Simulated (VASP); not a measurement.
# ZnS (P6_3mc) in VASP: further runs

The runs below take ZnS through electric field gradients, with PBEsol.

Everything below comes from runs of VASP 6.6.1. Logs are shortened: lines on timing, memory, paths and dates and some standing lists are left out, and cuts for length are marked.

### Step 1. The cell of the first run

It takes space group P6_3mc (No. 186, hexagonal). The conventional cell has a = 3.887 Å, b = 3.887 Å, c = 6.234 Å, α = 90.00°, β = 90.00°, γ = 120.00°. Within 3.1 Å of Zn (site symmetry 3m) lie 4 S at 2.36 to 2.40 Å. S (site symmetry 3m) has 4 Zn at 2.36 to 2.40 Å within 3.1 Å.

### Step 2. Electric field gradients, PBEsol (equal xx and yy strain of +2 %)

File INCAR:

```
ALGO     = Normal         # electronic algorithm
EDIFF    = 1E-8           # SCF threshold, eV
ENCUT    = 520            # plane-wave cutoff, eV
GGA      = PS             # functional
ISIF     = 2              # what is computed and relaxed
ISMEAR   = -1             # smearing method
LASPH    = True           # aspherical terms in the spheres
LCHARG   = False          # write CHGCAR
LEFG     = True         
LREAL    = False          # projectors in reciprocal space
LWAVE    = False          # write WAVECAR
NBANDS   = 26             # bands
NELM     = 60             # most SCF steps
PREC     = Accurate       # precision mode
SIGMA    = 0.03           # smearing width, eV
```

File KPOINTS:

```
k-points
0
Gamma
  8 8 5
```

File POSCAR:

```
ZnS
1.0
    3.8872187572      0.0000000000      0.0000000000
   -1.9436093786      3.3664301938      0.0000000000
    0.0000000000      0.0000000000      6.2340000000
Zn S
2 2
Direct
    0.3333333333      0.6666666667      0.0000000000
    0.6666666667      0.3333333333      0.5000000000
    0.3333333333      0.6666666667      0.3850000000
    0.6666666667      0.3333333333      0.8850000000
```

Potentials or basis: VASP PAW PBE potentials, release 64 (Zn, S).

The run is started by

```bash
$ cat potpaw_PBE.64/Zn/POTCAR potpaw_PBE.64/S/POTCAR > POTCAR
$ mpirun -np 1 vasp_std > vasp.out
```

OUTCAR:

```text
EDIFF = 1E-8
   ENCUT = 520
   GGA = PS
   ISIF = 2
   ISMEAR = -1
   LASPH = True
   LREAL = False
   NELM = 60
   PREC = Accurate

 ion  position               nearest neighbor table
   1  0.333  0.667  0.000-   4 2.36   4 2.36   4 2.36   3 2.40
   2  0.667  0.333  0.500-   3 2.36   3 2.36   3 2.36   4 2.40
   3  0.333  0.667  0.385-   2 2.36   2 2.36   2 2.36   1 2.40
   4  0.667  0.333  0.885-   1 2.36   1 2.36   1 2.36   2 2.40

  LATTYP: Found a hexagonal cell.
 ALAT       =     3.8872187572
 C/A-ratio  =     1.6037173078

  Lattice vectors:

 A1 = (   3.8872187572,   0.0000000000,   0.0000000000)
 A2 = (  -1.9436093786,   3.3664301938,   0.0000000000)
 A3 = (   0.0000000000,   0.0000000000,   6.2340000000)

Analysis of symmetry for initial positions (statically):
=====================================================================
 Subroutine PRICEL returns:
 Original cell was already a primitive cell.

 Routine SETGRP: Setting up the symmetry group for a
 hexagonal supercell.

 Subroutine GETGRP returns: Found 12 space group operations
 (whereof  6 operations were pure point group operations)
 out of a pool of 24 trial point group operations.

The static configuration has the point symmetry C_3v.
 The point group associated with its full space group is C_6v.

Analysis of symmetry for dynamics (positions and initial velocities):
=====================================================================
 Subroutine PRICEL returns:
 Original cell was already a primitive cell.

 Routine SETGRP: Setting up the symmetry group for a
 hexagonal supercell.

 Subroutine GETGRP returns: Found 12 space group operations
 (whereof  6 operations were pure point group operations)
 out of a pool of 24 trial point group operations.

The dynamic configuration has the point symmetry C_3v.
 The point group associated with its full space group is C_6v.

 Subroutine INISYM returns: Found 12 space group operations
 (whereof  6 operations are pure point group operations),
 and found     1 'primitive' translations

----------------------------------------------------------------------------------------

                                     Primitive cell

  volume of cell :      81.5784

  direct lattice vectors                    reciprocal lattice vectors
     3.887218757  0.000000000  0.000000000     0.257253338  0.148525284  0.000000000
    -1.943609379  3.366430194  0.000000000     0.000000000  0.297050568  0.000000000
     0.000000000  0.000000000  6.234000000     0.000000000  0.000000000  0.160410651

  length of vectors
     3.887218757  3.887218757  6.234000000     0.297050568  0.297050568  0.160410651

  position of ions in fractional coordinates (direct lattice)
     0.333333333  0.666666667  0.000000000
     0.666666667  0.333333333  0.500000000
     0.333333333  0.666666667  0.385000000
     0.666666667  0.333333333  0.885000000

  ion indices of the primitive-cell ions
   primitive index   ion index
                 1           1
                 2           2
                 3           3
                 4           4

----------------------------------------------------------------------------------------

 KPOINTS: k-points

Automatic generation of k-mesh.
 Grid dimensions read from file:
 generate k-points for:    8    8    5

 Generating k-lattice:

  Cartesian coordinates                     Fractional coordinates (reciprocal lattice)
     0.032156667  0.018565660  0.000000000     0.125000000  0.000000000  0.000000000
     0.000000000  0.037131321  0.000000000     0.000000000  0.125000000  0.000000000
     0.000000000  0.000000000  0.032082130     0.000000000  0.000000000  0.200000000

  Length of vectors
     0.037131321  0.037131321  0.032082130

  Shift w.r.t. Gamma in fractional coordinates (k-lattice)
     0.000000000  0.000000000  0.000000000

 Subroutine IBZKPT returns following result:
 ===========================================

 Found     30 irreducible k-points:

 Following reciprocal coordinates:
            Coordinates               Weight
  0.000000  0.000000  0.000000      1.000000
  0.125000  0.000000  0.000000      6.000000
  0.250000  0.000000  0.000000      6.000000
  0.375000 -0.000000  0.000000      6.000000
  0.500000  0.000000  0.000000      3.000000
  0.125000  0.125000  0.000000      6.000000
[... 16 lines left out ...]
  0.250000  0.000000  0.400000     12.000000
  0.375000 -0.000000  0.400000     12.000000
 [... further k-points ...]
   k-points           NKPTS =     30   k-points in BZ     NKDIM =     30   number of bands    NBANDS=     26
   number of dos      NEDOS =    301   number of ions     NIONS =      4
   total plane-waves  NPLWV =  43200
   dimension x,y,z NGX =    30 NGY =   30 NGZ =   48
   dimension x,y,z NGXF=    60 NGYF=   60 NGZF=   96
   ions per type =               2   2
   NGX,Y,Z   is equivalent  to a cutoff of  12.83, 12.83, 12.80 a.u.
   NGXF,Y,Z  is equivalent  to a cutoff of  25.66, 25.66, 25.60 a.u.
 SYSTEM =  unknown system
   PREC   = accura    normal or accurate (medium, high low for compatibility)
   ISTART =      0    job   : 0-new  1-cont  2-samecut
   ICHARG =      2    charge: 1-file 2-atom 10-const
   ISPIN  =      1    spin polarized calculation?
   LNONCOLLINEAR =      F non collinear calculations
   LSORBIT =      F    spin-orbit coupling
   LASPH  =      T    aspherical Exc in radial PAW
   ENCUT  =  520.0 eV  38.22 Ry    6.18 a.u.   7.23  7.23 11.59*2*pi/ulx,y,z
   NELM   =     60;   NELMIN=  2; NELMDL= -5     # of ELM steps
   EDIFF  = 0.1E-07   stopping-criterion for ELM
   LREAL  =      F    real-space projection
   EDIFFG = 0.1E-06   stopping-criterion for IOM
   NSW    =      0    number of steps for IOM
   IBRION =     -1    ionic relax: 0-MD 1-quasi-New 2-CG
   NFREE  =      0    steps in history (QN), initial steepest desc. (CG)
   ISIF   =      2    stress and relaxation
   ISYM   =      2    0-nonsym 1-usesym 2-fastsym
   POTIM  = 0.5000    time-step for ionic-motion
   TEBEG  =    0.0;   TEEND  =   0.0 temperature during run
   PSTRESS=    0.0 pullay stress
   NELECT =      36.0000    total number of electrons
   NUPDOWN=      -1.0000    fix difference up-down
   EMIN   =  10.00;   EMAX   =-10.00  energy-range for DOS
   EFERMI =   0.00;   METHOD = LEGACY
   ISMEAR =    -1;   SIGMA  =   0.03  broadening in eV -4-tet -1-fermi 0-gaus
   EFERMI_NEDOS =   21; number of points for ismear=-14 and -15
   IALGO  =     38    algorithm
   IMIX   =      4    mixing-type and parameters
     AMIX     =   0.40;   BMIX     =  1.00
     AMIX_MAG =   1.60;   BMIX_MAG =  1.00
  volume/ion in A,a.u.               =      20.39       137.63
  Fermi-wavevector in a.u.,A,eV,Ry     =   1.246380  2.355317 21.136155  1.553464
  Thomas-Fermi vector in A             =   2.380560
   LORBIT       =      0    0 simple, 1 ext, 2 COOP (PROOUT), +10 PAW based schemes
   GGA     = PS    functional components
   LHFCALC =     F    Hartree Fock is set to
   AEXX    =    0.0000 exact exchange contribution
   IVDW    =     0    specifies the selected vdW correction
   LEPSILON=     F    determine dielectric tensor
   LRPA    =     F    only Hartree local field effects (RPA)
 non-spin polarized calculation
  energy-cutoff  :      520.00
  volume of cell :       81.58
 maximum number of plane-waves:      2214
 NGX is ok and might be reduce to    30
   NGX = 15   NGY = 15   NGZ = 23

 number of electron      35.9999982 magnetization

 Free energy of the ion-electron system (eV)
  ---------------------------------------------------
  ext. energy  EPLUGINS =         0.00000000
  ---------------------------------------------------
  free energy    TOTEN  =       -15.09501185 eV

  energy without entropy =      -15.09501185  energy(sigma->0) =      -15.09501185

 E-fermi :   2.3817     XC(G=0):  -9.6842

 val. band max:        1.7532835805   @ k =   0.0000   0.0000   0.0000
 cond. band min:       3.6502285132   @ k =   0.0000   0.0000   0.0000
 fundamental gap:      1.8969449327
 Fermi energy:         2.3816938619

 k-point     1 :       0.0000    0.0000    0.0000
  band No.  band energies     occupation
      1     -11.2245      2.00000
      2     -10.3090      2.00000
      3      -4.5270      2.00000
      4      -4.5270      2.00000
      5      -4.4763      2.00000
      6      -4.4637      2.00000
[... 685 lines left out ...]
     25      10.4017      0.00000
     26      10.9093      0.00000

 [... further k-points ...]
[... 5 lines left out ...]
  --------------------------------------------------------------------------------------
  -------------------------------------------------------------------------------------
  Total       -2.1107957     -2.1107957     -1.6764956      0.0000000      0.0000000      0.0000000
  in kB      -41.4554277    -41.4554277    -32.9258963      0.0000000      0.0000000      0.0000000
  external PRESSURE =     -38.6122506 kB  Pullay stress =       0.0000000 kB

 VOLUME and BASIS-vectors are now :
 -----------------------------------------------------------------------------
  energy-cutoff  :      520.00
  volume of cell :       81.58
      direct lattice vectors                 reciprocal lattice vectors
     3.887218757  0.000000000  0.000000000     0.257253338  0.148525284  0.000000000
    -1.943609379  3.366430194  0.000000000     0.000000000  0.297050568  0.000000000
     0.000000000  0.000000000  6.234000000     0.000000000  0.000000000  0.160410651

 POSITION                                       TOTAL-FORCE (eV/Angst)
 -----------------------------------------------------------------------------------
     -0.00000      2.24429      0.00000         0.000000      0.000000      0.192276
      1.94361      1.12214      3.11700        -0.000000     -0.000000      0.192276
     -0.00000      2.24429      2.40009         0.000000     -0.000000     -0.192276
      1.94361      1.12214      5.51709        -0.000000      0.000000     -0.192276
 -----------------------------------------------------------------------------------
    total drift:                               -0.000000     -0.000000      0.000217

  FREE ENERGIE OF THE ION-ELECTRON SYSTEM (eV)
  ---------------------------------------------------
  free  energy   TOTEN  =       -15.0950118499 eV

  energy  without entropy=      -15.0950118499  energy(sigma->0) =      -15.09501185

 Electric field gradients (V/A^2)
---------------------------------------------------------------------
 ion       V_xx      V_yy      V_zz      V_xy      V_xz      V_yz
---------------------------------------------------------------------
   1      -5.049    -5.056    10.104    -0.006     0.000    -0.000
   2      -5.049    -5.056    10.104    -0.006    -0.000     0.000
   3       4.637     4.637    -9.274    -0.000    -0.000     0.000
   4       4.637     4.637    -9.274    -0.000     0.000    -0.000
---------------------------------------------------------------------

 Electric field gradients after diagonalization (V/A^2)
 (convention: |V_zz| > |V_xx| > |V_yy|)
----------------------------------------------------------------------
 ion       V_xx      V_yy      V_zz     asymmetry (V_yy - V_xx)/ V_zz
----------------------------------------------------------------------
   1      -5.059    -5.045    10.104       0.001
   2      -5.059    -5.045    10.104       0.001
   3       4.637     4.637    -9.274       0.000
   4       4.637     4.637    -9.274       0.000
----------------------------------------------------------------------

           NMR quadrupolar parameters

 Cq : quadrupolar parameter    Cq=e*Q*V_zz/h
 eta: asymmetry parameters     (V_yy - V_xx)/ V_zz
 Q  : nuclear electric quadrupole moment in mb (millibarn)
----------------------------------------------------------------------
 ion       Cq(MHz)       eta       Q (mb)
----------------------------------------------------------------------
   1       0.024       0.001       1.000
   2       0.024       0.001       1.000
   3      -0.022       0.000       1.000
   4      -0.022       0.000       1.000
----------------------------------------------------------------------
```

It took 91 s on 1 thread of Intel Xeon 8259CL, shared host; peak memory 0.22 GiB.

Results:

- Free energy: -15.0950 eV
- Pressure: -3.9 GPa
- Largest force: 0.192 eV/Å
- Band gap on the k mesh: 1.90 eV
- Largest electric field gradient by atom: Zn +10.1; S -9.3 V/Å²

Forces on the atoms (eV/Å):
```
Zn   0.000  0.000  0.192
Zn   0.000  0.000  0.192
S    0.000  0.000 -0.192
S    0.000  0.000 -0.192
```

Electric field gradients, principal values (V/Å²):
```tsv
atom	least	middle	greatest (by size)
1 Zn	-5.045	-5.059	10.104
2 Zn	-5.045	-5.059	10.104
3 S	4.637	4.637	-9.274
4 S	4.637	4.637	-9.274
```

Caveat: the cell differs from its parent crystal (equal xx and yy strain of +2 %); the cell stands under tension; without QUAD_EFG the Cq values of the log hold for a quadrupole moment of 1 mb, not for the nuclei; the PAW data sets were made with another functional, which shifts forces and pressure a little.

(Continued in part 2 of 2.)
